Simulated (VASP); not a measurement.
## Gd: single point with LDA

Crystal: Gd.

```
Gd
1.0
    -2.02500    2.02500    2.02500
     2.02500   -2.02500    2.02500
     2.02500    2.02500   -2.02500
Gd
1
Direct
  0.00000 0.00000 0.00000
```

This isn't the form of Gd at room conditions, which is hcp.

* Program: VASP 6.6.1
* Task: single point
* Functional: LDA
* Potentials or basis: VASP PAW PBE potentials, release 64 (Gd)
* Cutoff: 520 eV
* k mesh: 9 × 9 × 9
* Occupations: fermi-dirac, width 0.15 eV
* Spin: collinear spin, ferromagnetic start
* Starting moments: [7.0] μB
* Dipole correction: no
* Further INCAR settings: ALGO = Normal; EDIFF = 1e-06; NBANDS = 19

```json
{"Pressure": "-3.2 GPa", "Net moment": "7.34 μB per cell", "Site moments": "Gd +6.85 μB", "Valence electrons inside the program's atomic spheres": "Gd 15.22"}
```

Levels at points of the mesh, in eV from the Fermi level:
Spin up:
```tsv
k point	band 11	band 12	band 13	band 14	band 15	band 16
(0.00, 0.00, 0.00)	-4.05	-4.01	1.39	1.39	1.39	3.59
```
Spin down:
```csv
k point,band 2,band 3,band 4,band 5,band 6,band 7,band 8,band 9
"(0.00, 0.00, 0.00)",-19.67,-19.67,-19.67,-4.28,0.47,0.47,0.47,0.79
```

Wall time 2.7 min on 1 thread of AMD EPYC 7571, on a shared host, peak memory 0.15 GiB.

Caveat: the cell stands under tension; the PAW data sets were made with another functional, which shifts forces and pressure a little; spin-orbit coupling is left out, which moves the levels of the heavy elements; semilocal functionals describe open f shells poorly, which spoils levels, moments and volumes. The state reached can hang on the start; a lower one may exist.
